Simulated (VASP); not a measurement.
A run of VASP 6.6.1 is set up as follows.

The input INCAR:

```
SYSTEM = GaGe
ALGO = Normal
EDIFF = 1E-8
ENCUT = 520
GGA = PS
IBRION = 8
ISIF = 2
ISMEAR = -1
LASPH = .TRUE.
LCHARG = .FALSE.
LREAL = .FALSE.
LWAVE = .FALSE.
NELM = 80
NSW = 1
PREC = Accurate
SIGMA = 0.05
```

The input KPOINTS:

```
k-points
0
G
  8 8 8
  0 0 0
```

The input POSCAR:

```
GaGe
1.0
    0.0000000000      2.8978440000      2.8978440000
    2.8978440000      0.0000000000      2.8978440000
    2.8978440000      2.8978440000      0.0000000000
Ge Ga
1 1
Direct
    0.0000000000      0.0000000000      0.0000000000
    0.2500000000      0.2500000000      0.2500000000
```

Potentials or basis: VASP PAW PBE potentials, release 64 (Ge_d, Ga_d).

Run with:

```console
$ cat potpaw_PBE.64/Ge_d/POTCAR potpaw_PBE.64/Ga_d/POTCAR > POTCAR
$ mpirun -np 1 vasp_std > vasp.out
```

Question: Predict the highest phonon frequency at Γ.

Answer: 190 cm⁻¹.

Phonon frequencies in cm⁻¹ (negative: imaginary):
| q point | frequencies |
| --- | --- |
| (0.000, 0.000, 0.000) | -1 -1 -1 190 190 190 |

Caveat: the cell stands under pressure or tension, which shifts response properties.
